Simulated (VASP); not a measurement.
Runs of VASP 6.6.1 on TaSi (CsCl type). The structure is that of space group Pm-3m (No. 221), or close to it. The cells are those of the table. 

```tsv
cell	gap on the mesh (eV)	pressure (GPa)
a = 2.960 Å, 2 atoms	none	44.8
a = 2.560 Å, 2 atoms	none	381.8
a = 2.707 Å, 2 atoms	none	(a)
a = 2.839 Å, 2 atoms	none	101.4
```

Alike in all rows: task single point; level PBEsol; potentials or basis VASP PAW PBE potentials, release 64 (Ta_pv, Si); no spin polarisation; k mesh 14 × 14 × 14; cutoff (eV) 520; smearing fermi-dirac 0.05 eV.

Task: Fill in the values left out.

Result: (a) 199.6.

Caveats: the cell stands under pressure; the PAW data sets were made with another functional, which shifts forces and pressure a little; spin-orbit coupling is left out, which moves the levels of the heavy elements.

A k mesh can miss the band edges, and the runs leave out spin-orbit coupling on Ta.

A gap of «none» marks levels without a gap at the run's occupations.
